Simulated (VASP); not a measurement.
# TeRu (F-43m) in VASP: a series of runs

TeRu is run at these levels: PBEsol; tasks: single point.

All numbers are computed with VASP 6.6.1; they aren't measurements. Logs are shortened: lines on timing, memory, paths and dates and some standing lists are left out, and cuts for length are marked.

**1. The cell of the first run**

The structure is cubic, space group F-43m (No. 216). The conventional cell has a = 5.814 Å, b = 5.814 Å, c = 5.814 Å, α = 90.00°, β = 90.00°, γ = 90.00°. Ru (site symmetry -43m) has 4 Te at 2.52 Å within 3.3 Å. Within 3.3 Å of Te (site symmetry -43m) lie 4 Ru at 2.52 Å.

**2. Single point, PBEsol (24.57 Å³/atom)**

Contents of INCAR:

```
PREC = Accurate
ENCUT = 520
EDIFF = 1E-7
ISMEAR = 0
SIGMA = 0.05
LREAL = F
LASPH = T
NELM = 60
ALGO = Normal
ISIF = 2
LWAVE = F
LCHARG = F
GGA = PS
NBANDS = 17
```

Contents of KPOINTS:

```
regular mesh
0
Gamma
  8 8 8
```

Contents of POSCAR:

```
TeRu
1.0
    0.0000000000      2.9070868265      2.9070868265
    2.9070868265      0.0000000000      2.9070868265
    2.9070868265      2.9070868265      0.0000000000
Ru Te
1 1
Direct
    0.0000000000      0.0000000000      0.0000000000
    0.2500000000      0.2500000000      0.2500000000
```

Potentials or basis: VASP PAW PBE potentials, release 64 (Ru_pv, Te).

Started as:

```
$ cat potpaw_PBE.64/Ru_pv/POTCAR potpaw_PBE.64/Te/POTCAR > POTCAR
$ mpirun -np 1 vasp_std > vasp.out
```

OUTCAR:

```text
PREC = Accurate
   ENCUT = 520
   EDIFF = 1E-7
   ISMEAR = 0
   LREAL = F
   LASPH = T
   NELM = 60
   ISIF = 2
   GGA = PS

 ion  position               nearest neighbor table
   1  0.000  0.000  0.000-   2 2.52   2 2.52   2 2.52   2 2.52
   2  0.250  0.250  0.250-   1 2.52   1 2.52   1 2.52   1 2.52

  LATTYP: Found a face centered cubic cell.
 ALAT       =     5.8141736530

  Lattice vectors:

 A1 = (   0.0000000000,   2.9070868265,   2.9070868265)
 A2 = (   2.9070868265,   0.0000000000,   2.9070868265)
 A3 = (   2.9070868265,   2.9070868265,   0.0000000000)

Analysis of symmetry for initial positions (statically):
=====================================================================
 Subroutine PRICEL returns:
 Original cell was already a primitive cell.

 Routine SETGRP: Setting up the symmetry group for a
 face centered cubic supercell.

 Subroutine GETGRP returns: Found 24 space group operations
 (whereof 24 operations were pure point group operations)
 out of a pool of 48 trial point group operations.

The static configuration has the point symmetry T_d .

Analysis of symmetry for dynamics (positions and initial velocities):
=====================================================================
 Subroutine PRICEL returns:
 Original cell was already a primitive cell.

 Routine SETGRP: Setting up the symmetry group for a
 face centered cubic supercell.

 Subroutine GETGRP returns: Found 24 space group operations
 (whereof 24 operations were pure point group operations)
 out of a pool of 48 trial point group operations.

The dynamic configuration has the point symmetry T_d .

 Subroutine INISYM returns: Found 24 space group operations
 (whereof 24 operations are pure point group operations),
 and found     1 'primitive' translations

----------------------------------------------------------------------------------------

                                     Primitive cell

  volume of cell :      49.1365

  direct lattice vectors                    reciprocal lattice vectors
     0.000000000  2.907086827  2.907086827    -0.171993487  0.171993487  0.171993487
     2.907086827  0.000000000  2.907086827     0.171993487 -0.171993487  0.171993487
     2.907086827  2.907086827  0.000000000     0.171993487  0.171993487 -0.171993487

  length of vectors
     4.111241617  4.111241617  4.111241617     0.297901458  0.297901458  0.297901458

  position of ions in fractional coordinates (direct lattice)
     0.000000000  0.000000000  0.000000000
     0.250000000  0.250000000  0.250000000

  ion indices of the primitive-cell ions
   primitive index   ion index
                 1           1
                 2           2

----------------------------------------------------------------------------------------

 KPOINTS: regular mesh

Automatic generation of k-mesh.
 Grid dimensions read from file:
 generate k-points for:    8    8    8

 Generating k-lattice:

  Cartesian coordinates                     Fractional coordinates (reciprocal lattice)
    -0.021499186  0.021499186  0.021499186     0.125000000  0.000000000  0.000000000
     0.021499186 -0.021499186  0.021499186     0.000000000  0.125000000  0.000000000
     0.021499186  0.021499186 -0.021499186     0.000000000  0.000000000  0.125000000

  Length of vectors
     0.037237682  0.037237682  0.037237682

  Shift w.r.t. Gamma in fractional coordinates (k-lattice)
     0.000000000  0.000000000  0.000000000

 Subroutine IBZKPT returns following result:
 ===========================================

 Found     29 irreducible k-points:

 Following reciprocal coordinates:
            Coordinates               Weight
  0.000000  0.000000  0.000000      1.000000
  0.125000  0.000000  0.000000      8.000000
  0.250000  0.000000  0.000000      8.000000
  0.375000  0.000000  0.000000      8.000000
  0.500000  0.000000  0.000000      4.000000
  0.125000  0.125000  0.000000      6.000000
[... 16 lines left out ...]
  0.500000  0.250000  0.125000     48.000000
 -0.375000  0.250000  0.125000     24.000000
 [... further k-points ...]
   k-points           NKPTS =     29   k-points in BZ     NKDIM =     29   number of bands    NBANDS=     17
   number of dos      NEDOS =    301   number of ions     NIONS =      2
   total plane-waves  NPLWV =  32768
   dimension x,y,z NGX =    32 NGY =   32 NGZ =   32
   dimension x,y,z NGXF=    64 NGYF=   64 NGZF=   64
   ions per type =               1   1
   NGX,Y,Z   is equivalent  to a cutoff of  12.94, 12.94, 12.94 a.u.
   NGXF,Y,Z  is equivalent  to a cutoff of  25.88, 25.88, 25.88 a.u.
 SYSTEM =  unknown system
   PREC   = accura    normal or accurate (medium, high low for compatibility)
   ISTART =      0    job   : 0-new  1-cont  2-samecut
   ICHARG =      2    charge: 1-file 2-atom 10-const
   ISPIN  =      1    spin polarized calculation?
   LNONCOLLINEAR =      F non collinear calculations
   LSORBIT =      F    spin-orbit coupling
   LASPH  =      T    aspherical Exc in radial PAW
   ENCUT  =  520.0 eV  38.22 Ry    6.18 a.u.   7.64  7.64  7.64*2*pi/ulx,y,z
   NELM   =     60;   NELMIN=  2; NELMDL= -5     # of ELM steps
   EDIFF  = 0.1E-06   stopping-criterion for ELM
   LREAL  =      F    real-space projection
   EDIFFG = 0.1E-05   stopping-criterion for IOM
   NSW    =      0    number of steps for IOM
   IBRION =     -1    ionic relax: 0-MD 1-quasi-New 2-CG
   NFREE  =      0    steps in history (QN), initial steepest desc. (CG)
   ISIF   =      2    stress and relaxation
   ISYM   =      2    0-nonsym 1-usesym 2-fastsym
   POTIM  = 0.5000    time-step for ionic-motion
   TEBEG  =    0.0;   TEEND  =   0.0 temperature during run
   PSTRESS=    0.0 pullay stress
   NELECT =      20.0000    total number of electrons
   NUPDOWN=      -1.0000    fix difference up-down
   EMIN   =  10.00;   EMAX   =-10.00  energy-range for DOS
   EFERMI =   0.00;   METHOD = LEGACY
   ISMEAR =     0;   SIGMA  =   0.05  broadening in eV -4-tet -1-fermi 0-gaus
   EFERMI_NEDOS =   21; number of points for ismear=-14 and -15
   IALGO  =     38    algorithm
   IMIX   =      4    mixing-type and parameters
     AMIX     =   0.40;   BMIX     =  1.00
     AMIX_MAG =   1.60;   BMIX_MAG =  1.00
  volume/ion in A,a.u.               =      24.57       165.79
  Fermi-wavevector in a.u.,A,eV,Ry     =   1.213250  2.292709 20.027431  1.471975
  Thomas-Fermi vector in A             =   2.348708
   LORBIT       =      0    0 simple, 1 ext, 2 COOP (PROOUT), +10 PAW based schemes
   GGA     = PS    functional components
   LHFCALC =     F    Hartree Fock is set to
   AEXX    =    0.0000 exact exchange contribution
   IVDW    =     0    specifies the selected vdW correction
   LEPSILON=     F    determine dielectric tensor
   LRPA    =     F    only Hartree local field effects (RPA)
 non-spin polarized calculation
 Gauss-broadening in eV      SIGMA  =   0.05
  energy-cutoff  :      520.00
  volume of cell :       49.14
 maximum number of plane-waves:      1363
   NGX = 15   NGY = 15   NGZ = 15

 number of electron      20.0000003 magnetization

 Free energy of the ion-electron system (eV)
  ---------------------------------------------------
  ext. energy  EPLUGINS =         0.00000000
  ---------------------------------------------------
  free energy    TOTEN  =       -12.85750414 eV

  energy without entropy =      -12.85373787  energy(sigma->0) =      -12.85562100

 E-fermi :   7.2623     XC(G=0): -10.4695

 val. band max:        7.2414470740   @ k =   0.3750   0.2500   0.0000
 cond. band min:       7.2676022944   @ k =   0.5000   0.3750   0.0000
 fundamental gap:      0.0261552205
 Fermi energy:         7.2623315822

 k-point     1 :       0.0000    0.0000    0.0000
  band No.  band energies     occupation
      1     -34.8872      2.00000
      2     -34.8872      2.00000
      3     -34.8872      2.00000
      4      -5.6598      2.00000
      5       2.9196      2.00000
      6       2.9196      2.00000
[... 9 lines left out ...]
     16      13.7713      0.00000
     17      17.4904      0.00000

 k-point     2 :       0.1250    0.0000    0.0000
  band No.  band energies     occupation
      1     -34.8898      2.00000
      2     -34.8877      2.00000
      3     -34.8877      2.00000
      4      -5.5390      2.00000
      5       2.7422      2.00000
      6       2.9781      2.00000
[... 9 lines left out ...]
     16      14.0829      0.00000
     17      17.7339      0.00000

 k-point     3 :       0.2500    0.0000    0.0000
  band No.  band energies     occupation
      1     -34.8961      2.00000
      2     -34.8886      2.00000
      3     -34.8886      2.00000
      4      -5.2275      2.00000
      5       2.3750      2.00000
      6       3.1076      2.00000
[... 9 lines left out ...]
     16      14.6078      0.00000
     17      17.6941      0.00000

 k-point     4 :       0.3750    0.0000    0.0000
  band No.  band energies     occupation
      1     -34.9024      2.00000
      2     -34.8896      2.00000
      3     -34.8896      2.00000
      4      -4.8820      2.00000
      5       2.0782      2.00000
      6       3.2118      2.00000
[... 9 lines left out ...]
     16      15.3259      0.00000
     17      18.0811      0.00000

 k-point     5 :       0.5000    0.0000    0.0000
  band No.  band energies     occupation
      1     -34.9050      2.00000
      2     -34.8901      2.00000
      3     -34.8901      2.00000
      4      -4.7266      2.00000
      5       1.9743      2.00000
      6       3.2449      2.00000
[... 9 lines left out ...]
     16      15.8347      0.00000
     17      18.8317      0.00000

 k-point     6 :       0.1250    0.1250    0.0000
  band No.  band energies     occupation
      1     -34.8899      2.00000
      2     -34.8882      2.00000
      3     -34.8882      2.00000
      4      -5.4985      2.00000
      5       2.6688      2.00000
      6       3.0126      2.00000
[... 9 lines left out ...]
     16      14.5485      0.00000
     17      16.7354      0.00000

 k-point     7 :       0.2500    0.1250    0.0000
  band No.  band energies     occupation
      1     -34.8946      2.00000
      2     -34.8893      2.00000
      3     -34.8890      2.00000
      4      -5.2494      2.00000
      5       2.3891      2.00000
      6       3.1112      2.00000
[... 9 lines left out ...]
     16      15.1559      0.00000
     17      17.0028      0.00000

 k-point     8 :       0.3750    0.1250    0.0000
  band No.  band energies     occupation
      1     -34.9006      2.00000
      2     -34.8903      2.00000
      3     -34.8903      2.00000
      4      -4.9105      2.00000
      5       2.1534      2.00000
      6       3.1590      2.00000
[... 9 lines left out ...]
     16      15.3757      0.00000
     17      17.7370      0.00000
[... 203 lines left out ...]
      1     -34.9044      2.00000
      2     -34.8941      2.00000
      3     -34.8932      2.00000
      4      -4.4562      2.00000
      5       1.7534      2.00000
      6       3.7139      2.00000
[... 9 lines left out ...]
     16      17.6333      0.00000
     17      19.2823      0.00000

 k-point    20 :      -0.3750    0.3750    0.0000
  band No.  band energies     occupation
      1     -34.9039      2.00000
      2     -34.8957      2.00000
      3     -34.8926      2.00000
      4      -4.4325      2.00000
      5       2.0689      2.00000
      6       3.3032      2.00000
[... 9 lines left out ...]
     16      16.9684      0.00000
     17      18.3417      0.00000

 k-point    21 :       0.5000    0.5000    0.0000
  band No.  band energies     occupation
      1     -34.9053      2.00000
      2     -34.8937      2.00000
      3     -34.8937      2.00000
      4      -4.4027      2.00000
      5       1.5971      2.00000
      6       3.9480      2.00000
[... 9 lines left out ...]
     16      19.1678      0.00000
     17      19.3045      0.00000

 k-point    22 :       0.3750    0.2500    0.1250
  band No.  band energies     occupation
      1     -34.8983      2.00000
      2     -34.8915      2.00000
      3     -34.8898      2.00000
      4      -4.9840      2.00000
      5       2.2062      2.00000
      6       3.1493      2.00000
[... 9 lines left out ...]
     16      16.1813      0.00000
     17      17.1598      0.00000

 k-point    23 :       0.5000    0.2500    0.1250
  band No.  band energies     occupation
      1     -34.9022      2.00000
      2     -34.8932      2.00000
      3     -34.8909      2.00000
      4      -4.6969      2.00000
      5       2.1950      2.00000
      6       3.0257      2.00000
[... 9 lines left out ...]
     16      16.6401      0.00000
     17      18.0845      0.00000

 k-point    24 :      -0.3750    0.2500    0.1250
  band No.  band energies     occupation
      1     -34.9038      2.00000
      2     -34.8938      2.00000
      3     -34.8914      2.00000
      4      -4.5707      2.00000
      5       2.2780      2.00000
      6       2.9018      2.00000
[... 9 lines left out ...]
     16      17.0928      0.00000
     17      18.2639      0.00000

 [... further k-points ...]

------------------------ aborting loop because EDIFF is reached ----------------------------------------

  FORCE on cell =-STRESS in cart. coord.  units (eV):
  Direction    XX          YY          ZZ          XY          YZ          ZX
  --------------------------------------------------------------------------------------
  -------------------------------------------------------------------------------------
  Total       -0.0345811     -0.0345811     -0.0345811      0.0000000     -0.0000000     -0.0000000
  in kB       -1.1275761     -1.1275761     -1.1275761      0.0000000     -0.0000000     -0.0000000
  external PRESSURE =      -1.1275761 kB  Pullay stress =       0.0000000 kB

 VOLUME and BASIS-vectors are now :
 -----------------------------------------------------------------------------
  energy-cutoff  :      520.00
  volume of cell :       49.14
      direct lattice vectors                 reciprocal lattice vectors
     0.000000000  2.907086827  2.907086827    -0.171993487  0.171993487  0.171993487
     2.907086827  0.000000000  2.907086827     0.171993487 -0.171993487  0.171993487
     2.907086827  2.907086827  0.000000000     0.171993487  0.171993487 -0.171993487

 POSITION                                       TOTAL-FORCE (eV/Angst)
 -----------------------------------------------------------------------------------
      0.00000      0.00000      0.00000         0.000000      0.000000     -0.000000
      1.45354      1.45354      1.45354        -0.000000     -0.000000      0.000000
 -----------------------------------------------------------------------------------
    total drift:                               -0.000000     -0.000000     -0.000000

  FREE ENERGIE OF THE ION-ELECTRON SYSTEM (eV)
  ---------------------------------------------------
  free  energy   TOTEN  =       -12.8575041394 eV

  energy  without entropy=      -12.8537378668  energy(sigma->0) =      -12.85562100
```

It took 11 s on 1 thread of AMD EPYC 9R45 (Zen 5), shared host; peak memory 0.15 GiB.

Results:

```
Free energy            : -12.8575 eV
Pressure               : -0.1 GPa
Band gap on the k mesh : zero (bands 10 and 11 overlap by 3.37 eV)
```

Caveat: the PAW data sets were made with another functional, which shifts forces and pressure a little; spin-orbit coupling is left out, which moves the levels of the heavy elements.

(Continued in part 2 of 3.)
